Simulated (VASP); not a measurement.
Set up this calculation in VASP 6.6.1, as the native input.

| Property | Result |
| --- | --- |
| Task | single point |
| Functional | LDA |
| Potentials or basis | VASP PAW LDA potentials, release 64 (Rb_sv, Ge_d) |
| Cutoff | 500 eV |
| k mesh | 6 × 6 × 6 |
| Occupations | fermi-dirac, width 0.1 eV |
| Spin | no spin polarisation |
| Dipole correction | no |
| Further INCAR settings | ALGO = Normal; EDIFF = 1e-06; NBANDS = 18 |

The structure of RbGe lies in POSCAR:

```
RbGe
1.0
    0.0000000000      3.4060811506      3.4060811506
    3.4060811506      0.0000000000      3.4060811506
    3.4060811506      3.4060811506      0.0000000000
Rb Ge
1 1
Direct
    0.0000000000      0.0000000000      0.0000000000
    0.5000000000      0.5000000000      0.5000000000
```

One way to write it, as run:

INCAR

```
PREC     = Accurate       # precision mode
ENCUT    = 500            # plane-wave cutoff, eV
EDIFF    = 1E-6           # SCF threshold, eV
ISMEAR   = -1             # smearing method
SIGMA    = 0.1            # smearing width, eV
LREAL    = False          # projectors in reciprocal space
LASPH    = True           # aspherical terms in the spheres
NELM     = 120            # most SCF steps
ALGO     = Normal         # electronic algorithm
ISIF     = 2              # what is computed and relaxed
LWAVE    = False          # write WAVECAR
LCHARG   = False          # write CHGCAR
NBANDS   = 18             # bands
GGA_COMPAT= False
```

KPOINTS

```
Automatic mesh
0
Gamma
  6 6 6
```

Potentials or basis: VASP PAW LDA potentials, release 64 (Rb_sv, Ge_d).

Command:

```sh
$ cat potpaw_LDA.64/Rb_sv/POTCAR potpaw_LDA.64/Ge_d/POTCAR > POTCAR
$ mpirun -np 1 vasp_std > vasp.out
```

Results of the run:

| Item | Value |
| --- | --- |
| Pressure | 0.2 GPa |
| Band gap on the k mesh | zero (an odd number of electrons rules out a gap without spin polarisation) |

Caveat: an odd number of electrons without spin polarisation forces a metal; a magnetic or distorted state may lie lower.

Run time: 36 s on 1 thread of Intel Xeon 8259CL (shared host), peak memory 0.18 GiB.
